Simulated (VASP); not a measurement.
# C (P6_3/mmc) in VASP: notebook

C is run at these levels: PBE+D3(BJ), PBEsol+D3(BJ); tasks: single point.

Everything below comes from runs of VASP 6.6.1. Logs are shortened: lines on timing, memory, paths and dates and some standing lists are left out, and cuts for length are marked.

**1. The cell of the first run**

It takes space group P6_3/mmc (No. 194, hexagonal). Conventional cell: a = 2.451 Å, b = 2.451 Å, c = 18.338 Å, α = 90.00°, β = 90.00°, γ = 120.00°. Within 1.9 Å of C (site symmetry 3m) lie 3 C at 1.42 Å. Within 1.9 Å of C (site symmetry 3m) lie 3 C at 1.42 Å. C (site symmetry -6m2) has 3 C at 1.42 Å within 1.9 Å. C (site symmetry -6m2) has 3 C at 1.42 Å within 1.9 Å.

**2. Single point, PBE+D3(BJ) (7.95 Å³/atom)**

INCAR reads:

```
  PREC = Accurate
  ENCUT = 520
  EDIFF = 1E-6
  ISMEAR = 0
  SIGMA = 0.1
  LREAL = False
  LASPH = True
  NELM = 100
  ALGO = Normal
  ISIF = 2
  LWAVE = False
  LCHARG = False
  GGA = PE
  IVDW = 12
  NBANDS = 36
```

KPOINTS reads:

```
regular mesh
0
Gamma
  18 18 2
```

POSCAR reads:

```
C
1.0
    2.4510709546      0.0000000000      0.0000000000
   -1.2255354773      2.1226897132      0.0000000000
    0.0000000000      0.0000000000     18.3383209440
C
12
Direct
    0.6666666667      0.3333333333      0.9520425690
    0.6666666667      0.3333333333      0.4521168920
    0.6666666667      0.3333333333      0.7792164380
    0.6666666667      0.3333333333      0.2792907610
    0.0000000000      0.0000000000      0.6156666650
    0.3333333333      0.6666666667      0.2792164380
    0.0000000000      0.0000000000      0.1156666650
    0.6666666667      0.3333333333      0.6156666650
    0.3333333333      0.6666666667      0.7792907610
    0.3333333333      0.6666666667      0.1156666650
    0.3333333333      0.6666666667      0.4520425690
    0.3333333333      0.6666666667      0.9521168920
```

Potentials or basis: VASP PAW PBE potentials, release 64 (C).

On the command line:

```bash
$ cat potpaw_PBE.64/C/POTCAR > POTCAR
$ mpirun -np 1 vasp_std > vasp.out
```

OUTCAR:

```text
PREC = Accurate
   ENCUT = 520
   EDIFF = 1E-6
   ISMEAR = 0
   LREAL = False
   LASPH = True
   NELM = 100
   ISIF = 2
   GGA = PE
   IVDW = 12
 IVDW          = 12

 ion  position               nearest neighbor table
   1  0.667  0.333  0.952-  12 1.42  12 1.42  12 1.42
   2  0.667  0.333  0.452-  11 1.42  11 1.42  11 1.42
   3  0.667  0.333  0.779-   9 1.42   9 1.42   9 1.42
   4  0.667  0.333  0.279-   6 1.42   6 1.42   6 1.42
   5  0.000  0.000  0.616-   8 1.42   8 1.42   8 1.42
   6  0.333  0.667  0.279-   4 1.42   4 1.42   4 1.42
   7  0.000  0.000  0.116-  10 1.42  10 1.42  10 1.42
   8  0.667  0.333  0.616-   5 1.42   5 1.42   5 1.42
   9  0.333  0.667  0.779-   3 1.42   3 1.42   3 1.42
  10  0.333  0.667  0.116-   7 1.42   7 1.42   7 1.42
  11  0.333  0.667  0.452-   2 1.42   2 1.42   2 1.42
  12  0.333  0.667  0.952-   1 1.42   1 1.42   1 1.42

  LATTYP: Found a hexagonal cell.
 ALAT       =     2.4510709546
 C/A-ratio  =     7.4817584981

  Lattice vectors:

 A1 = (   2.4510709546,   0.0000000000,   0.0000000000)
 A2 = (  -1.2255354773,   2.1226897132,   0.0000000000)
 A3 = (   0.0000000000,   0.0000000000,  18.3383209440)

Analysis of symmetry for initial positions (statically):
=====================================================================
 Subroutine PRICEL returns:
 Original cell was already a primitive cell.

 Routine SETGRP: Setting up the symmetry group for a
 hexagonal supercell.

 Subroutine GETGRP returns: Found 24 space group operations
 (whereof  6 operations were pure point group operations)
 out of a pool of 24 trial point group operations.

The static configuration has the point symmetry C_3v.
 The point group associated with its full space group is D_6h.

Analysis of symmetry for dynamics (positions and initial velocities):
=====================================================================
 Subroutine PRICEL returns:
 Original cell was already a primitive cell.

 Routine SETGRP: Setting up the symmetry group for a
 hexagonal supercell.

 Subroutine GETGRP returns: Found 24 space group operations
 (whereof  6 operations were pure point group operations)
 out of a pool of 24 trial point group operations.

The dynamic configuration has the point symmetry C_3v.
 The point group associated with its full space group is D_6h.

 Subroutine INISYM returns: Found 24 space group operations
 (whereof  6 operations are pure point group operations),
 and found     1 'primitive' translations

----------------------------------------------------------------------------------------

                                     Primitive cell

  volume of cell :      95.4118

  direct lattice vectors                    reciprocal lattice vectors
     2.451070955  0.000000000  0.000000000     0.407984925  0.235550206  0.000000000
    -1.225535477  2.122689713  0.000000000     0.000000000  0.471100413  0.000000000
     0.000000000  0.000000000 18.338320944     0.000000000  0.000000000  0.054530619

  length of vectors
     2.451070955  2.451070955 18.338320944     0.471100413  0.471100413  0.054530619

  position of ions in fractional coordinates (direct lattice)
     0.666666667  0.333333333  0.952042569
     0.666666667  0.333333333  0.452116892
     0.666666667  0.333333333  0.779216438
     0.666666667  0.333333333  0.279290761
     0.000000000  0.000000000  0.615666665
     0.333333333  0.666666667  0.279216438
     0.000000000  0.000000000  0.115666665
     0.666666667  0.333333333  0.615666665
     0.333333333  0.666666667  0.779290761
     0.333333333  0.666666667  0.115666665
     0.333333333  0.666666667  0.452042569
     0.333333333  0.666666667  0.952116892

  ion indices of the primitive-cell ions
   primitive index   ion index
                 1           1
                 2           2
                 3           3
                 4           4
                 5           5
                 6           6
                 7           7
                 8           8
                 9           9
                10          10
                11          11
                12          12

----------------------------------------------------------------------------------------

 KPOINTS: regular mesh

Automatic generation of k-mesh.
 Grid dimensions read from file:
 generate k-points for:   18   18    2

 Generating k-lattice:

  Cartesian coordinates                     Fractional coordinates (reciprocal lattice)
     0.022665829  0.013086123  0.000000000     0.055555556  0.000000000  0.000000000
     0.000000000  0.026172245  0.000000000     0.000000000  0.055555556  0.000000000
     0.000000000  0.000000000  0.027265310     0.000000000  0.000000000  0.500000000

  Length of vectors
     0.026172245  0.026172245  0.027265310

  Shift w.r.t. Gamma in fractional coordinates (k-lattice)
     0.000000000  0.000000000  0.000000000

 Subroutine IBZKPT returns following result:
 ===========================================

 Found     74 irreducible k-points:

 Following reciprocal coordinates:
            Coordinates               Weight
  0.000000  0.000000  0.000000      1.000000
  0.055556  0.000000  0.000000      6.000000
  0.111111  0.000000  0.000000      6.000000
  0.166667 -0.000000  0.000000      6.000000
  0.222222  0.000000  0.000000      6.000000
  0.277778  0.000000  0.000000      6.000000
[... 16 lines left out ...]
  0.333333  0.111111  0.000000     12.000000
  0.388889  0.111111  0.000000     12.000000
 [... further k-points ...]
   k-points           NKPTS =     74   k-points in BZ     NKDIM =     74   number of bands    NBANDS=     36
   number of dos      NEDOS =    301   number of ions     NIONS =     12
   total plane-waves  NPLWV =  45360
   dimension x,y,z NGX =    18 NGY =   18 NGZ =  140
   dimension x,y,z NGXF=    36 NGYF=   36 NGZF=  280
   ions per type =              12
   NGX,Y,Z   is equivalent  to a cutoff of  12.21, 12.21, 12.69 a.u.
   NGXF,Y,Z  is equivalent  to a cutoff of  24.42, 24.42, 25.38 a.u.
 SYSTEM =  unknown system
   PREC   = accura    normal or accurate (medium, high low for compatibility)
   ISTART =      0    job   : 0-new  1-cont  2-samecut
   ICHARG =      2    charge: 1-file 2-atom 10-const
   ISPIN  =      1    spin polarized calculation?
   LNONCOLLINEAR =      F non collinear calculations
   LSORBIT =      F    spin-orbit coupling
   LASPH  =      T    aspherical Exc in radial PAW
   ENCUT  =  520.0 eV  38.22 Ry    6.18 a.u.   4.56  4.56 34.10*2*pi/ulx,y,z
   NELM   =    100;   NELMIN=  2; NELMDL= -5     # of ELM steps
   EDIFF  = 0.1E-05   stopping-criterion for ELM
   LREAL  =      F    real-space projection
   EDIFFG = 0.1E-04   stopping-criterion for IOM
   NSW    =      0    number of steps for IOM
   IBRION =     -1    ionic relax: 0-MD 1-quasi-New 2-CG
   NFREE  =      0    steps in history (QN), initial steepest desc. (CG)
   ISIF   =      2    stress and relaxation
   ISYM   =      2    0-nonsym 1-usesym 2-fastsym
   POTIM  = 0.5000    time-step for ionic-motion
   TEBEG  =    0.0;   TEEND  =   0.0 temperature during run
   PSTRESS=    0.0 pullay stress
   NELECT =      48.0000    total number of electrons
   NUPDOWN=      -1.0000    fix difference up-down
   EMIN   =  10.00;   EMAX   =-10.00  energy-range for DOS
   EFERMI =   0.00;   METHOD = LEGACY
   ISMEAR =     0;   SIGMA  =   0.10  broadening in eV -4-tet -1-fermi 0-gaus
   EFERMI_NEDOS =   21; number of points for ismear=-14 and -15
   IALGO  =     38    algorithm
   IMIX   =      4    mixing-type and parameters
     AMIX     =   0.40;   BMIX     =  1.00
     AMIX_MAG =   1.60;   BMIX_MAG =  1.00
  volume/ion in A,a.u.               =       7.95        53.66
  Fermi-wavevector in a.u.,A,eV,Ry     =   1.302031  2.460481 23.065742  1.695284
  Thomas-Fermi vector in A             =   2.433126
   LORBIT       =      0    0 simple, 1 ext, 2 COOP (PROOUT), +10 PAW based schemes
   GGA     = PE    functional components
   LHFCALC =     F    Hartree Fock is set to
   AEXX    =    0.0000 exact exchange contribution
   IVDW    =    12    specifies the selected vdW correction
   LEPSILON=     F    determine dielectric tensor
   LRPA    =     F    only Hartree local field effects (RPA)
 non-spin polarized calculation
 Gauss-broadening in eV      SIGMA  =   0.10
  energy-cutoff  :      520.00
  volume of cell :       95.41
 maximum number of plane-waves:      2610
   NGX =  9   NGY =  9   NGZ = 69

 number of electron      47.9999989 magnetization

 Free energy of the ion-electron system (eV)
  ---------------------------------------------------
  ext. energy  EPLUGINS =         0.00000000
  ---------------------------------------------------
  free energy    TOTEN  =      -110.02791220 eV

  energy without entropy =     -110.02650965  energy(sigma->0) =     -110.02721092

 E-fermi :   5.6240     XC(G=0): -10.9930

 val. band max:        5.6221027544   @ k =   0.3333   0.3333   0.0000
 cond. band min:       5.6481018881   @ k =   0.3333   0.3333   0.5000
 fundamental gap:      0.0259991337
 Fermi energy:         5.6239515760

 k-point     1 :       0.0000    0.0000    0.0000
  band No.  band energies     occupation
      1     -14.2762      2.00000
      2     -14.1709      2.00000
      3     -14.1063      2.00000
      4     -13.8775      2.00000
      5     -13.7993      2.00000
      6     -13.6728      2.00000
[... 28 lines left out ...]
     35      14.1754      0.00000
     36      14.1992      0.00000

 k-point     2 :       0.0556    0.0000    0.0000
  band No.  band energies     occupation
      1     -14.2012      2.00000
      2     -14.0963      2.00000
      3     -14.0320      2.00000
      4     -13.8040      2.00000
      5     -13.7260      2.00000
      6     -13.6002      2.00000
[... 28 lines left out ...]
     35      14.4305      0.00000
     36      14.4845      0.00000

 k-point     3 :       0.1111    0.0000    0.0000
  band No.  band energies     occupation
      1     -13.9766      2.00000
      2     -13.8729      2.00000
      3     -13.8093      2.00000
      4     -13.5840      2.00000
      5     -13.5068      2.00000
      6     -13.3827      2.00000
[... 28 lines left out ...]
     35      15.3236      0.00000
     36      15.3673      0.00000

 k-point     4 :       0.1667   -0.0000    0.0000
  band No.  band energies     occupation
      1     -13.6035      2.00000
      2     -13.5016      2.00000
      3     -13.4393      2.00000
      4     -13.2185      2.00000
      5     -13.1427      2.00000
      6     -13.0215      2.00000
[... 28 lines left out ...]
     35      14.9628      0.00000
     36      15.0207      0.00000

 k-point     5 :       0.2222    0.0000    0.0000
  band No.  band energies     occupation
      1     -13.0839      2.00000
      2     -12.9844      2.00000
      3     -12.9240      2.00000
      4     -12.7093      2.00000
      5     -12.6355      2.00000
      6     -12.5181      2.00000
[... 655 lines left out ...]
 k-point    22 :       0.2778    0.1111    0.0000
  band No.  band energies     occupation
      1     -11.4033      2.00000
      2     -11.3117      2.00000
      3     -11.2580      2.00000
      4     -11.0626      2.00000
      5     -10.9958      2.00000
      6     -10.8905      2.00000
[... 28 lines left out ...]
     35      14.9235      0.00000
     36      15.0112      0.00000

 k-point    23 :       0.3333    0.1111    0.0000
  band No.  band energies     occupation
      1     -10.4773      2.00000
      2     -10.3897      2.00000
      3     -10.3408      2.00000
      4     -10.1555      2.00000
      5     -10.0937      2.00000
      6      -9.9948      2.00000
[... 28 lines left out ...]
     35      14.7845      0.00000
     36      14.9902      0.00000

 k-point    24 :       0.3889    0.1111    0.0000
  band No.  band energies     occupation
      1      -9.4501      2.00000
      2      -9.3664      2.00000
      3      -9.3274      2.00000
      4      -9.1521      2.00000
      5      -9.1019      2.00000
      6      -9.0093      2.00000
[... 28 lines left out ...]
     35      14.7275      0.00000
     36      14.9189      0.00000

 [... further k-points ...]

------------------------ aborting loop because EDIFF is reached ----------------------------------------

 Edisp (eV)   -2.08881

 E8    (eV) :    -0.5987

  FORCE on cell =-STRESS in cart. coord.  units (eV):
  Direction    XX          YY          ZZ          XY          YZ          ZX
  --------------------------------------------------------------------------------------
  -------------------------------------------------------------------------------------
  Total       5.11344     5.11344     4.58985    -0.00000     0.00000     0.00000
  in kB      85.86611    85.86611    77.07394    -0.00000     0.00000     0.00000
  external pressure =       82.94 kB  Pullay stress =        0.00 kB

 VOLUME and BASIS-vectors are now :
 -----------------------------------------------------------------------------
  energy-cutoff  :      520.00
  volume of cell :       95.41
      direct lattice vectors                 reciprocal lattice vectors
     2.451070955  0.000000000  0.000000000     0.407984925  0.235550206  0.000000000
    -1.225535477  2.122689713  0.000000000     0.000000000  0.471100413  0.000000000
     0.000000000  0.000000000 18.338320944     0.000000000  0.000000000  0.054530619

 POSITION                                       TOTAL-FORCE (eV/Angst)
 -----------------------------------------------------------------------------------
      1.22554      0.70756     17.45886        -0.000000      0.000000     -0.000024
      1.22554      0.70756      8.29106         0.000000      0.000000      0.000588
      1.22554      0.70756     14.28952         0.000000      0.000000     -0.000588
      1.22554      0.70756      5.12172        -0.000000      0.000000      0.000024
      0.00000      0.00000     11.29029        -0.000000     -0.000000     -0.000000
     -0.00000      1.41513      5.12036        -0.000000     -0.000000     -0.000588
      0.00000      0.00000      2.12113         0.000000      0.000000     -0.000000
      1.22554      0.70756     11.29029         0.000000      0.000000     -0.000000
     -0.00000      1.41513     14.29088         0.000000     -0.000000      0.000024
     -0.00000      1.41513      2.12113        -0.000000     -0.000000     -0.000000
     -0.00000      1.41513      8.28970         0.000000     -0.000000     -0.000024
     -0.00000      1.41513     17.46023        -0.000000      0.000000      0.000588
 -----------------------------------------------------------------------------------
    total drift:                               -0.000000     -0.000000      0.000013

  FREE ENERGIE OF THE ION-ELECTRON SYSTEM (eV)
  ---------------------------------------------------
  free  energy   TOTEN  =      -112.1167250852 eV

  energy  without entropy=     -112.1153225356  energy(sigma->0) =     -112.11602381
```

It took 2.8 min on 1 thread of AMD EPYC 7R13 (Zen 3), shared host; peak memory 0.28 GiB.

What came out:

| Quantity | Value |
| --- | --- |
| Free energy | -112.1167 eV |
| Pressure | 8.3 GPa |
| Band gap on the k mesh | zero (filled and empty bands touch) |
| Dispersion energy per atom | -0.174 eV |

Stress tensor (GPa, compression positive):
```
8.59 0.00 0.00
0.00 8.59 0.00
0.00 0.00 7.71
```

Caveat: the cell stands under pressure.

**3. Single point, PBE+D3(BJ) (8.22 Å³/atom)**

This run uses another cell than the first one, of 8.22 Å³/atom.

INCAR reads:

```
PREC = Accurate ; ENCUT = 520
EDIFF = 1E-6 ; ISMEAR = 0
SIGMA = 0.1 ; LREAL = F
LASPH = T ; NELM = 100
ALGO = Normal ; ISIF = 2
LWAVE = F ; LCHARG = F
GGA = PE ; IVDW = 12
NBANDS = 36
```

KPOINTS is that of step 2.

POSCAR reads:

```
C
1.0
    2.4558456497      0.0000000000      0.0000000000
   -1.2279228248      2.1268247204      0.0000000000
    0.0000000000      0.0000000000     18.8898244030
C
12
Direct
    0.6666666667      0.3333333333      0.9519926274
    0.6666666667      0.3333333333      0.4520452513
    0.6666666667      0.3333333333      0.7792880787
    0.6666666667      0.3333333333      0.2793407026
    0.0000000000      0.0000000000      0.6156666650
    0.3333333333      0.6666666667      0.2792880787
    0.0000000000      0.0000000000      0.1156666650
    0.6666666667      0.3333333333      0.6156666650
    0.3333333333      0.6666666667      0.7793407026
    0.3333333333      0.6666666667      0.1156666650
    0.3333333333      0.6666666667      0.4519926274
    0.3333333333      0.6666666667      0.9520452513
```

Potentials or basis: VASP PAW PBE potentials, release 64 (C).

On the command line:

```bash
$ cat potpaw_PBE.64/C/POTCAR > POTCAR
$ mpirun -np 1 vasp_std > vasp.out
```

Wall time 2.9 min (1 thread of AMD EPYC 7R13 (Zen 3), shared host); peak memory 0.28 GiB.

The run converged. Its results:

```
Free energy                : -112.2465 eV
Pressure                   : 5.3 GPa
Band gap on the k mesh     : zero (filled and empty bands touch)
Dispersion energy per atom : -0.168 eV
```

Stress tensor (GPa, compression positive):
```
5.61 0.00 0.00
0.00 5.61 0.00
0.00 0.00 4.78
```

Levels at points of the mesh, in eV from the Fermi level:
```csv
k point,band 21,band 22,band 23,band 24,band 25,band 26,band 27,band 28
"(0.00, 0.00, 0.00)",-2.95,-2.95,-2.94,-2.94,4.87,6.23,6.67,8.40
"(0.50, 0.00, 0.00)",-2.68,-2.21,-1.93,-1.80,1.19,1.24,1.67,2.03
"(0.00, 0.00, 0.50)",-2.95,-2.95,-2.95,-2.95,5.29,5.29,8.08,8.10
"(0.50, 0.00, 0.50)",-2.41,-2.41,-1.85,-1.85,1.22,1.22,1.80,1.80
```

Caveat: the cell stands under pressure.

**4. Single point, PBEsol+D3(BJ)**

This run uses another cell than the first one, of 8.22 Å³/atom.

INCAR reads:

```
SYSTEM = C
PREC = Accurate
ENCUT = 520
EDIFF = 1E-7
ISMEAR = 0
SIGMA = 0.1
LREAL = .False.
LASPH = .True.
NELM = 80
ALGO = Normal
ISIF = 2
LWAVE = .False.
LCHARG = .True.
GGA = PS
IVDW = 12
LELF = .True.
LVHAR = .True.
NBANDS = 36
```

KPOINTS reads:

```
regular mesh
0
Gamma
  18 18 2
  0 0 0
```

POSCAR is that of step 3.

On the command line:

```bash
$ cat potpaw_PBE.64/C/POTCAR > POTCAR
$ mpirun -np 1 vasp_std > vasp.out
```

Run time: 3.2 min. Hardware: 1 thread of AMD EPYC 7R13 (Zen 3), shared host; peak memory 0.28 GiB.

It converged, with:

```
Free energy                : -116.9250 eV
Pressure                   : 2.6 GPa
Largest force              : 0.012 eV/Å
Band gap on the k mesh     : zero (filled and empty bands touch)
Dispersion energy per atom : -0.117 eV
```

Forces on the atoms (eV/Å):
```
C    0.000  0.000  0.010
C    0.000  0.000  0.012
C    0.000  0.000 -0.012
C    0.000  0.000 -0.010
C    0.000  0.000  0.000
C    0.000  0.000 -0.012
C    0.000  0.000  0.000
C    0.000  0.000  0.000
C    0.000  0.000 -0.010
C    0.000  0.000  0.000
C    0.000  0.000  0.010
C    0.000  0.000  0.012
```

Stress tensor (GPa, compression positive):
```
2.16 0.00 0.00
0.00 2.16 0.00
0.00 0.00 3.43
```

Levels at points of the mesh, in eV from the Fermi level:
```csv
k point,band 21,band 22,band 23,band 24,band 25,band 26,band 27,band 28
"(0.00, 0.00, 0.00)",-2.91,-2.91,-2.90,-2.90,4.63,6.01,6.45,8.38
"(0.50, 0.00, 0.00)",-2.69,-2.22,-1.92,-1.80,1.14,1.19,1.63,2.01
"(0.00, 0.00, 0.50)",-2.90,-2.90,-2.90,-2.90,5.05,5.05,7.87,7.87
"(0.50, 0.00, 0.50)",-2.42,-2.42,-1.84,-1.84,1.16,1.16,1.77,1.77
```

Caveat: the PAW data sets were made with another functional, which shifts forces and pressure a little.

[end of part 1 of 2]

The gap in the log of VASP goes by the Fermi energy; the results here count the filled bands.